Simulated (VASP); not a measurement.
Set up this calculation in VASP 6.6.1, as the native input.

```yaml
Task: single point
Functional: PBEsol
Potentials_or_basis: VASP PAW PBE potentials, release 64 (Sc_sv, Al)
Cutoff: 520 eV
k_mesh: 6 × 6 × 6
Occupations: fermi-dirac, width 0.05 eV
Spin: no spin polarisation
Dipole_correction: no
Further_INCAR_settings: ALGO = Normal; EDIFF = 1e-07; NBANDS = 18
```

The structure of ScAl3 lies in POSCAR:

```
ScAl3
1.0
    4.0878065700     -0.0817561314      0.0000000000
   -0.0817561314      4.0878065700      0.0000000000
    0.0000000000      0.0000000000      4.0878065700
Sc Al
1 3
Direct
    0.0000000000      0.0000000000      0.0000000000
    0.5000000000      0.5000000000      0.0000000000
    0.0000000000      0.5000000000      0.5000000000
    0.5000000000      0.0000000000      0.5000000000
```

One way to write it, as run:

INCAR

```
SYSTEM = ScAl3
ALGO = Normal
EDIFF = 1E-7
ENCUT = 520
GGA = PS
ISIF = 2
ISMEAR = -1
LASPH = .True.
LCHARG = .False.
LREAL = .False.
LWAVE = .False.
NBANDS = 18
NELM = 100
PREC = Accurate
SIGMA = 0.05
```

KPOINTS

```
k-points
0
Gamma
  6 6 6
  0 0 0
```

Potentials or basis: VASP PAW PBE potentials, release 64 (Sc_sv, Al).

Run with:

```bash
$ cat potpaw_PBE.64/Sc_sv/POTCAR potpaw_PBE.64/Al/POTCAR > POTCAR
$ mpirun -np 1 vasp_std > vasp.out
```

It gave:

- Pressure: -0.7 GPa
- Band gap on the k mesh: zero (band 10 reaches 8.10 eV, above the bottom of band 11 at 4.43 eV)

Caveat: the PAW data sets were made with another functional, which shifts forces and pressure a little.

Run time: 47 s on 1 thread of Intel(R) Xeon(R) 6975P-C (Granite Rapids), with other jobs on the host, peak memory 0.19 GiB.
